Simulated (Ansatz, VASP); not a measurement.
## Bi2Te3 in VASP and in Ansatz

```
Bi Te
1.0
     2.19579    1.26774   10.45087
    -2.19579    1.26774   10.45087
     0.00000   -2.53548   10.45087
Bi Te
2 3
Direct
  0.60165 0.60165 0.60165
  0.39835 0.39835 0.39835
  0.78642 0.78642 0.78642
  0.21358 0.21358 0.21358
  0.00000 0.00000 0.00000
```

Alike in both runs: task single point; functional PBE; k mesh 8 × 8 × 8; occupations fermi-dirac, width 0.02 eV; no spin polarisation.

|  | VASP | Ansatz |
| --- | --- | --- |
| version | VASP 6.6.1 | Ansatz 0.2.0 |
| potentials or method | VASP PAW PBE potentials, release 64 (Bi_d, Te) | plane waves, PAW |
| plane-wave cutoff (eV) | 520 | 420 |
| valence electrons in the cell | 48 | 78 |

Ansatz gave:

```
pressure (GPa)                                                : 1.6
traceless stress, the component that is largest in VASP (GPa) : -0.13
rms of the force components (eV/Å)                            : 0.062
```

Problem. Estimate VASP's values.

Solution. Pressure (GPa): 1.6; traceless stress, the component that is largest in VASP (GPa): -0.12; rms of the force components (eV/Å): 0.068.

Atom by atom the forces differ by 0.005 eV/Å (rms over components). With one functional, cell and mesh, what is left measures potentials, basis and numerics. VASP's potentials hold 48 valence electrons a cell and Ansatz's 78, so a difference there can come from the potentials and not from the codes.

Spin-orbit coupling is off throughout.
